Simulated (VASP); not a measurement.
Write the native input for VASP 6.6.1 that does the following.

```
Task                   : single point
Functional             : PBE
Potentials or basis    : VASP PAW PBE potentials, release 64 (Bi_d)
Cutoff                 : 520 eV
k mesh                 : 38 × 38 × 38
Occupations            : fermi-dirac, width 0.0612256 eV
Spin                   : no spin polarisation
Dipole correction      : no
Further INCAR settings : ALGO = Normal; EDIFF = 1e-07; NBANDS = 14
```

The structure of Bi lies in POSCAR:

```
Bi
1.0
   -2.0320198013      2.0320198013      2.0320198013
    2.0320198013     -2.0320198013      2.0320198013
    2.0320198013      2.0320198013     -2.0320198013
Bi
1
Direct
    0.0000000000      0.0000000000      0.0000000000
```

These files were run (other wordings do the same):

INCAR

```
ALGO = Normal ; EDIFF = 1E-7
ENCUT = 520 ; GGA = PE
ISIF = 2 ; ISMEAR = -1
LASPH = True ; LCHARG = True
LELF = True ; LREAL = False
LVHAR = True ; LWAVE = False
NBANDS = 14 ; NELM = 100
PREC = Accurate ; SIGMA = 0.06122561905347299
```

KPOINTS

```
k-points
0
Gamma
  38 38 38
```

Potentials or basis: VASP PAW PBE potentials, release 64 (Bi_d).

Run with:

```bash
$ cat potpaw_PBE.64/Bi_d/POTCAR > POTCAR
$ mpirun -np 1 vasp_std > vasp.out
```

Results of the run:

```yaml
Pressure: -2.8 GPa
```

It took 5.4 min on 1 thread of Intel(R) Xeon(R) 6975P-C (Granite Rapids), on a shared host, peak memory 0.66 GiB.
